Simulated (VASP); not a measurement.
# Au (Fm-3m) in VASP: further runs

The runs below take Au through single point, with PBE.

Everything below comes from runs of VASP 6.6.1. Logs are shortened: lines on timing, memory, paths and dates and some standing lists are left out, and cuts for length are marked.

## Step 1: The cell of the first run

It takes space group Fm-3m (No. 225, cubic). The conventional cell has a = 4.165 Å, b = 4.165 Å, c = 4.165 Å, α = 90.00°, β = 90.00°, γ = 90.00°. Within 3.9 Å of Au (site symmetry m-3m) lie 12 Au at 2.95 Å.

## Step 2: Single point, PBE

File INCAR:

```
SYSTEM = Au
PREC = Accurate
ENCUT = 500
EDIFF = 1E-6
ISMEAR = 0
SIGMA = 0.1
LREAL = .False.
LASPH = .True.
NELM = 120
ALGO = Normal
ISIF = 2
LWAVE = .False.
LCHARG = .False.
GGA = PE
NBANDS = 12
GGA_COMPAT = .False.
```

File KPOINTS:

```
regular mesh
0
Gamma
  8 8 8
  0 0 0
```

File POSCAR:

```
Au
1.0
    0.0000000000      2.0825241524      2.0825241524
    2.0825241524      0.0000000000      2.0825241524
    2.0825241524      2.0825241524      0.0000000000
Au
1
Direct
    0.0000000000      0.0000000000      0.0000000000
```

Potentials or basis: VASP PAW PBE potentials, release 64 (Au).

Run with:

```console
$ cat potpaw_PBE.64/Au/POTCAR > POTCAR
$ mpirun -np 1 vasp_std > vasp.out
```

OUTCAR:

```text
SYSTEM = Au
   PREC = Accurate
   ENCUT = 500
   EDIFF = 1E-6
   ISMEAR = 0
   LREAL = .False.
   LASPH = .True.
   NELM = 120
   ISIF = 2
   GGA = PE

 ion  position               nearest neighbor table
   1  0.000  0.000  0.000-

  LATTYP: Found a face centered cubic cell.
 ALAT       =     4.1650483048

  Lattice vectors:

 A1 = (   0.0000000000,   2.0825241524,   2.0825241524)
 A2 = (   2.0825241524,   0.0000000000,   2.0825241524)
 A3 = (   2.0825241524,   2.0825241524,   0.0000000000)

Analysis of symmetry for initial positions (statically):
=====================================================================
 Subroutine PRICEL returns:
 Original cell was already a primitive cell.

 Routine SETGRP: Setting up the symmetry group for a
 face centered cubic supercell.

 Subroutine GETGRP returns: Found 48 space group operations
 (whereof 48 operations were pure point group operations)
 out of a pool of 48 trial point group operations.

The static configuration has the point symmetry O_h .

Analysis of symmetry for dynamics (positions and initial velocities):
=====================================================================
 Subroutine PRICEL returns:
 Original cell was already a primitive cell.

 Routine SETGRP: Setting up the symmetry group for a
 face centered cubic supercell.

 Subroutine GETGRP returns: Found 48 space group operations
 (whereof 48 operations were pure point group operations)
 out of a pool of 48 trial point group operations.

The dynamic configuration has the point symmetry O_h .

 Subroutine INISYM returns: Found 48 space group operations
 (whereof 48 operations are pure point group operations),
 and found     1 'primitive' translations

----------------------------------------------------------------------------------------

                                     Primitive cell

  volume of cell :      18.0634

  direct lattice vectors                    reciprocal lattice vectors
     0.000000000  2.082524152  2.082524152    -0.240093254  0.240093254  0.240093254
     2.082524152  0.000000000  2.082524152     0.240093254 -0.240093254  0.240093254
     2.082524152  2.082524152  0.000000000     0.240093254  0.240093254 -0.240093254

  length of vectors
     2.945133900  2.945133900  2.945133900     0.415853714  0.415853714  0.415853714

  position of ions in fractional coordinates (direct lattice)
     0.000000000  0.000000000  0.000000000

  ion indices of the primitive-cell ions
   primitive index   ion index
                 1           1

----------------------------------------------------------------------------------------

 KPOINTS: regular mesh

Automatic generation of k-mesh.
 Grid dimensions read from file:
 generate k-points for:    8    8    8

 Generating k-lattice:

  Cartesian coordinates                     Fractional coordinates (reciprocal lattice)
    -0.030011657  0.030011657  0.030011657     0.125000000  0.000000000  0.000000000
     0.030011657 -0.030011657  0.030011657     0.000000000  0.125000000  0.000000000
     0.030011657  0.030011657 -0.030011657     0.000000000  0.000000000  0.125000000

  Length of vectors
     0.051981714  0.051981714  0.051981714

  Shift w.r.t. Gamma in fractional coordinates (k-lattice)
     0.000000000  0.000000000  0.000000000

 Subroutine IBZKPT returns following result:
 ===========================================

 Found     29 irreducible k-points:

 Following reciprocal coordinates:
            Coordinates               Weight
  0.000000  0.000000  0.000000      1.000000
  0.125000  0.000000  0.000000      8.000000
  0.250000  0.000000  0.000000      8.000000
  0.375000  0.000000  0.000000      8.000000
  0.500000  0.000000  0.000000      4.000000
  0.125000  0.125000  0.000000      6.000000
[... 16 lines left out ...]
  0.500000  0.250000  0.125000     48.000000
 -0.375000  0.250000  0.125000     24.000000
 [... further k-points ...]
   k-points           NKPTS =     29   k-points in BZ     NKDIM =     29   number of bands    NBANDS=     12
   number of dos      NEDOS =    301   number of ions     NIONS =      1
   total plane-waves  NPLWV =  13824
   dimension x,y,z NGX =    24 NGY =   24 NGZ =   24
   dimension x,y,z NGXF=    48 NGYF=   48 NGZF=   48
   ions per type =               1
   NGX,Y,Z   is equivalent  to a cutoff of  13.55, 13.55, 13.55 a.u.
   NGXF,Y,Z  is equivalent  to a cutoff of  27.09, 27.09, 27.09 a.u.
 SYSTEM =  Au
   PREC   = accura    normal or accurate (medium, high low for compatibility)
   ISTART =      0    job   : 0-new  1-cont  2-samecut
   ICHARG =      2    charge: 1-file 2-atom 10-const
   ISPIN  =      1    spin polarized calculation?
   LNONCOLLINEAR =      F non collinear calculations
   LSORBIT =      F    spin-orbit coupling
   LASPH  =      T    aspherical Exc in radial PAW
   ENCUT  =  500.0 eV  36.75 Ry    6.06 a.u.   5.37  5.37  5.37*2*pi/ulx,y,z
   NELM   =    120;   NELMIN=  2; NELMDL= -5     # of ELM steps
   EDIFF  = 0.1E-05   stopping-criterion for ELM
   LREAL  =      F    real-space projection
   EDIFFG = 0.1E-04   stopping-criterion for IOM
   NSW    =      0    number of steps for IOM
   IBRION =     -1    ionic relax: 0-MD 1-quasi-New 2-CG
   NFREE  =      0    steps in history (QN), initial steepest desc. (CG)
   ISIF   =      2    stress and relaxation
   ISYM   =      2    0-nonsym 1-usesym 2-fastsym
   POTIM  = 0.5000    time-step for ionic-motion
   TEBEG  =    0.0;   TEEND  =   0.0 temperature during run
   PSTRESS=    0.0 pullay stress
   NELECT =      11.0000    total number of electrons
   NUPDOWN=      -1.0000    fix difference up-down
   EMIN   =  10.00;   EMAX   =-10.00  energy-range for DOS
   EFERMI =   0.00;   METHOD = LEGACY
   ISMEAR =     0;   SIGMA  =   0.10  broadening in eV -4-tet -1-fermi 0-gaus
   EFERMI_NEDOS =   21; number of points for ismear=-14 and -15
   IALGO  =     38    algorithm
   IMIX   =      4    mixing-type and parameters
     AMIX     =   0.40;   BMIX     =  1.00
     AMIX_MAG =   1.60;   BMIX_MAG =  1.00
  volume/ion in A,a.u.               =      18.06       121.90
  Fermi-wavevector in a.u.,A,eV,Ry     =   1.387626  2.622232 26.198089  1.925505
  Thomas-Fermi vector in A             =   2.511829
   LORBIT       =      0    0 simple, 1 ext, 2 COOP (PROOUT), +10 PAW based schemes
   GGA     = PE    functional components
   LHFCALC =     F    Hartree Fock is set to
   AEXX    =    0.0000 exact exchange contribution
   IVDW    =     0    specifies the selected vdW correction
   LEPSILON=     F    determine dielectric tensor
   LRPA    =     F    only Hartree local field effects (RPA)
 non-spin polarized calculation
 Gauss-broadening in eV      SIGMA  =   0.10
  energy-cutoff  :      500.00
  volume of cell :       18.06
 maximum number of plane-waves:       471
 NGX is ok and might be reduce to    24
   NGX = 11   NGY = 11   NGZ = 11

 number of electron      11.0000001 magnetization

 Free energy of the ion-electron system (eV)
  ---------------------------------------------------
  ext. energy  EPLUGINS =         0.00000000
  ---------------------------------------------------
  free energy    TOTEN  =        -3.18812789 eV

  energy without entropy =       -3.18503520  energy(sigma->0) =       -3.18658154

 E-fermi :   8.4333     XC(G=0): -12.3688

 val. band max:        8.3590492174   @ k =   0.5000   0.2500   0.1250
 cond. band min:       8.6372214255   @ k =   0.5000   0.3750   0.1250
 fundamental gap:      0.2781722081
 Fermi energy:         8.4333436086

 k-point     1 :       0.0000    0.0000    0.0000
  band No.  band energies     occupation
      1      -0.7210      2.00000
      2       4.1480      2.00000
      3       4.1480      2.00000
      4       4.1480      2.00000
      5       5.5150      2.00000
      6       5.5150      2.00000
      7      23.1198      0.00000
      8      26.7838      0.00000
      9      26.7838      0.00000
     10      26.7838      0.00000
     11      31.5056      0.00000
     12      35.5399      0.00000

 k-point     2 :       0.1250    0.0000    0.0000
  band No.  band energies     occupation
      1      -0.2163      2.00000
      2       4.0142      2.00000
      3       4.2978      2.00000
      4       4.2978      2.00000
      5       5.4646      2.00000
      6       5.4646      2.00000
      7      23.3906      0.00000
      8      24.3071      0.00000
      9      27.2982      0.00000
     10      27.2982      0.00000
     11      31.2642      0.00000
     12      33.3701      0.00000

 k-point     3 :       0.2500    0.0000    0.0000
  band No.  band energies     occupation
      1       0.9986      2.00000
      2       4.0464      2.00000
      3       4.4031      2.00000
      4       4.4031      2.00000
      5       5.6695      2.00000
      6       5.6695      2.00000
      7      19.3245      0.00000
      8      24.0636      0.00000
      9      27.8033      0.00000
     10      27.8033      0.00000
     11      29.8320      0.00000
     12      31.0800      0.00000
[... 286 lines left out ...]
 k-point    23 :       0.5000    0.2500    0.1250
  band No.  band energies     occupation
      1       2.6856      2.00000
      2       3.7256      2.00000
      3       3.9026      2.00000
      4       5.0979      2.00000
      5       6.1645      2.00000
      6       8.3590      1.70660
      7      15.2605      0.00000
      8      20.0546      0.00000
      9      22.4783      0.00000
     10      26.6314      0.00000
     11      30.4930      0.00000
     12      33.8436      0.00000

 k-point    24 :      -0.3750    0.2500    0.1250
  band No.  band energies     occupation
      1       2.6865      2.00000
      2       3.5564      2.00000
      3       4.5774      2.00000
      4       4.9100      2.00000
      5       6.4767      2.00000
      6      11.1408      0.00000
      7      11.3493      0.00000
      8      20.2639      0.00000
      9      21.3201      0.00000
     10      25.9025      0.00000
     11      31.7803      0.00000
     12      34.8227      0.00000

 [... further k-points ...]
[... 5 lines left out ...]
  --------------------------------------------------------------------------------------
  -------------------------------------------------------------------------------------
  Total       -0.0240161     -0.0240161     -0.0240161      0.0000000      0.0000000      0.0000000
  in kB       -2.1301677     -2.1301677     -2.1301677      0.0000000      0.0000000      0.0000000
  external PRESSURE =      -2.1301677 kB  Pullay stress =       0.0000000 kB

 VOLUME and BASIS-vectors are now :
 -----------------------------------------------------------------------------
  energy-cutoff  :      500.00
  volume of cell :       18.06
      direct lattice vectors                 reciprocal lattice vectors
     0.000000000  2.082524152  2.082524152    -0.240093254  0.240093254  0.240093254
     2.082524152  0.000000000  2.082524152     0.240093254 -0.240093254  0.240093254
     2.082524152  2.082524152  0.000000000     0.240093254  0.240093254 -0.240093254

 POSITION                                       TOTAL-FORCE (eV/Angst)
 -----------------------------------------------------------------------------------
      0.00000      0.00000      0.00000        -0.000000     -0.000000     -0.000000
 -----------------------------------------------------------------------------------
    total drift:                                0.000000      0.000000     -0.000000

  FREE ENERGIE OF THE ION-ELECTRON SYSTEM (eV)
  ---------------------------------------------------
  free  energy   TOTEN  =        -3.1881278926 eV

  energy  without entropy=       -3.1850351960  energy(sigma->0) =       -3.18658154
```

Wall time 3.3 s (1 thread of Intel Xeon 6975P-C (Granite Rapids), shared host); peak memory 0.13 GiB.

What came out:

```
Free energy            : -3.1881 eV
Pressure               : -0.2 GPa
Band gap on the k mesh : zero (an odd number of electrons rules out a gap without spin polarisation)
```

Levels at points of the mesh, in eV from the Fermi level:
| k point | band 4 | band 5 | band 6 | band 7 | band 8 | band 9 |
| --- | --- | --- | --- | --- | --- | --- |
| (0.00, 0.00, 0.00) | -4.29 | -2.92 | -2.92 | 14.69 | 18.35 | 18.35 |
| (0.50, 0.00, 0.00) | -1.83 | -1.83 | -0.59 | 2.87 | 14.12 | 16.79 |
| (0.50, 0.50, 0.00) | -1.54 | -1.54 | 1.28 | 5.42 | 9.94 | 9.94 |

Caveat: spin-orbit coupling is left out, which moves the levels of the heavy elements.

[end of part 1 of 2]
